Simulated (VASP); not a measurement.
Runs of VASP 6.6.1 on Rb. The structure is cubic, space group Im-3m (No. 229). Conventional cell: a = 5.605 Å, b = 5.605 Å, c = 5.605 Å, α = 90.00°, β = 90.00°, γ = 90.00°. 

| k mesh | gap on the mesh (eV) | pressure (GPa) |
| --- | --- | --- |
| 7 × 7 × 7 | none | 0.2 |
| 2 × 2 × 2 | none | -0.1 |
| 3 × 3 × 3 | none | (a) |
| 6 × 6 × 6 | none | 0.3 |
| 5 × 5 × 5 | none | 0.2 |

Alike in all rows: task single point; level r2SCAN; potentials or basis VASP PAW PBE potentials, release 64 (Rb_sv); no spin polarisation; cell as given; cutoff (eV) 550; smearing fermi-dirac 0.05 eV.

**Question.** Fill in the values left out.

**Answer.** (a) 0.1.

Caveats: some runs use coarse meshes; the PAW data sets were made with another functional, which shifts forces and pressure a little.

A k mesh can miss the band edges, and the runs leave out spin-orbit coupling on Rb.

A gap of «none» marks levels without a gap at the run's occupations.
